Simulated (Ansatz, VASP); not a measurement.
SiO2 in VASP and in Ansatz

```
CELL_PARAMETERS angstrom
4.23317 0.00000 0.00000
0.00000 4.23317 0.00000
0.00000 0.00000 2.69349
ATOMIC_POSITIONS crystal
Si 0.00000 0.00000 0.00000
Si 0.50000 0.50000 0.50000
O 0.80684 0.19316 0.50000
O 0.30684 0.30684 0.00000
O 0.19316 0.80684 0.50000
O 0.69316 0.69316 0.00000
```

Alike in both runs: functional PBE; k mesh 6 × 6 × 10; occupations fermi-dirac, width 0.02 eV; no spin polarisation.

|  | VASP | Ansatz |
| --- | --- | --- |
| version | VASP 6.6.1 | Ansatz 0.2.0 |
| potentials or method | VASP PAW PBE potentials, release 64 (Si, O) | Ansatz PAW |
| plane-wave cutoff (eV) | 600 | 420 |
| valence electrons in the cell | 32 | 32 |
| task | single point | band structure |

Ansatz gave:

```
gap on the k mesh at the Fermi level (eV)                     : 5.03
least direct gap on the mesh (eV)                             : 5.03
pressure (GPa)                                                : -0.1
traceless stress, the component that is largest in VASP (GPa) : -0.44
rms of the force components (eV/Å)                            : 0.005
```

Q: Which values does VASP return?

A: gap on the k mesh at the Fermi level (eV): 5.02; least direct gap on the mesh (eV): 5.02; pressure (GPa): -0.4; traceless stress, the component that is largest in VASP (GPa): -0.05; rms of the force components (eV/Å): 0.003.

Atom by atom the forces differ by 0.008 eV/Å (rms over components). With one functional, cell and mesh, what is left measures potentials, basis and numerics.
